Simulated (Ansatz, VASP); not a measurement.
One calculation of SnSe, two programs

INCAR

```
SYSTEM = SnSe
  PREC = Accurate
  ENCUT = 520
  EDIFF = 1E-8
  ISMEAR = -1
  SIGMA = 0.05
  LREAL = .False.
  LASPH = .True.
  NELM = 100
  ALGO = Normal
  ISIF = 2
  LWAVE = .False.
  LCHARG = .False.
  GGA = PS
  LEFG = .True.
  NBANDS = 17
```

File KPOINTS:

```
regular mesh
0
Gamma
  10 10 10
  0 0 0
```

File POSCAR:

```
SnSe
1.0
    0.0000000000      2.9065417928      2.9065417928
    2.9065417928      0.0000000000      2.9065417928
    2.9065417928      2.9065417928      0.0000000000
Sn Se
1 1
Direct
    0.0000000000      0.0000000000      0.0000000000
    0.5000000000      0.5000000000      0.5000000000
```

Input for Ansatz:

```yaml
crystal:
  lattice:
    - [0.0, 2.9065417928, 2.9065417928]
    - [2.9065417928, 0.0, 2.9065417928]
    - [2.9065417928, 2.9065417928, 0.0]
  atoms:
    - { symbol: Sn, position: [0.0, 0.0, 0.0] }
    - { symbol: Se, position: [0.5, 0.5, 0.5] }
kpoints:
  mp_grid: { grid: [10, 10, 10] }
  band_path:
    path:
      - [0.0, 0.0, 0.0]
      - [0.5, 0.0, 0.5]
      - [0.625, 0.25, 0.625]
      - [0.375, 0.375, 0.75]
      - [0.0, 0.0, 0.0]
      - [0.5, 0.5, 0.5]
      - [0.5, 0.25, 0.75]
      - [0.5, 0.0, 0.5]
    npoints: 6
scf:
  occupations: { method: fermi_dirac, width: 0.05 }
hamiltonian:
  xc: pbesol
  pseudopotentials: { kind: paw }
output:
  forces: true
  stress: true
  eigenvalues: true
  efg: { contact_densities: true }
  populations: true
  write_density: true
  write_potential: true
  elf: true
  volumetric_format: npy
```

Change from the starting cell: volume scaled by 0.9, PAW files.

Alike in both runs: task electric field gradients; functional PBEsol; k mesh 10 × 10 × 10; occupations fermi-dirac, width 0.05 eV; no spin polarisation.

```csv
,VASP,Ansatz
version,VASP 6.6.1,Ansatz 0.2.0
potentials or method,"VASP PAW PBE potentials, release 64 (Sn_d, Se)","PAW with Ansatz's default frozen-core files, scalar-relativistic"
plane-wave cutoff (eV),520,420
valence electrons in the cell,20,30
```

```csv
,VASP,Ansatz,Ansatz less VASP
pressure (GPa),4.5,4.5,-0.05
```

VASP's potentials were made for PBE, not for PBEsol. VASP's potentials hold 20 valence electrons a cell and Ansatz's 30, so a difference there can come from the potentials and not from the codes.
